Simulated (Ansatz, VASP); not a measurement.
**GdN in VASP and in Ansatz**

The input POSCAR:

```
GdN
1.0
    0.0000000000      2.4529471749      2.4529471749
    2.4529471749      0.0000000000      2.4529471749
    2.4529471749      2.4529471749      0.0000000000
Gd N
1 1
Direct
    0.5000000000      0.5000000000      0.5000000000
    0.0000000000      0.0000000000      0.0000000000
```

The input INCAR.step1:

```
PREC = Accurate
ENCUT = 520
ISMEAR = 0
SIGMA = 0.05
LREAL = False
LASPH = True
NELM = 150
ISPIN = 2
MAGMOM = 7.61 0
LMAXMIX = 6
NBANDS = 22
GGA = PE
ALGO = Normal
EDIFF = 1E-4
LWAVE = True
LCHARG = False
```

File INCAR.step2:

```
PREC = Accurate
ENCUT = 520
EDIFF = 1E-7
ISMEAR = 0
SIGMA = 0.05
LREAL = False
LASPH = True
NELM = 150
ALGO = Normal
ISIF = 2
LWAVE = False
LCHARG = False
ISPIN = 2
MAGMOM = 7.61 0
LORBIT = 11
LMAXMIX = 6
METAGGA = R2SCAN
LMIXTAU = True
NBANDS = 22
ISTART = 1
```

KPOINTS

```
Automatic mesh
0
Gamma
  12 12 12
```

Input for Ansatz:

```yaml
crystal:
  lattice:
    - [0.0, 2.4529471749, 2.4529471749]
    - [2.4529471749, 0.0, 2.4529471749]
    - [2.4529471749, 2.4529471749, 0.0]
  atoms:
    - { symbol: Gd, position: [0.5, 0.5, 0.5], spin: 7.61 }
    - { symbol: "N", position: [0.0, 0.0, 0.0] }
basis:
  ecutwfc: 500
  ecutrho_ratio: 4
kpoints:
  mp_grid: { grid: [12, 12, 12] }
hamiltonian:
  xc: r2scan
scf:
  occupations: { method: gaussian, width: 0.05 }
output:
  forces: true
  stress: true
  eigenvalues: true
  populations: true
magnetization:
  spin_polarized: true
```

Alike in both runs: task single point; functional r2SCAN; k mesh 12 × 12 × 12; occupations gaussian, width 0.05 eV; collinear spin.

```csv
,VASP,Ansatz
version,VASP 6.6.1,Ansatz 0.2.0
potentials or method,"VASP PAW PBE potentials, release 64 (Gd, N), cutoff 520 eV","scalar-relativistic, plane waves, PAW"
valence electrons in the cell,23,23
```

Ansatz gave:

- gap on the k mesh at the Fermi level (eV): none
- pressure (GPa): 7.1
- net moment per atom (μB): 3.50
- size of the moment on the site where the two differ most (μB): 6.91

**Question.** What did VASP give for the same quantities?

**Answer.** gap on the k mesh at the Fermi level (eV): none; pressure (GPa): 7.1; net moment per atom (μB): 3.50; size of the moment on the site where the two differ most (μB): 6.79.

VASP's potentials were made for PBE, not for r2SCAN. Site moments also hang on the region over which each program counts them. A gap of «none» marks a metal or a gap that the smearing closes. Ansatz's warnings: stability check not made.

Neither program's run includes spin-orbit coupling.
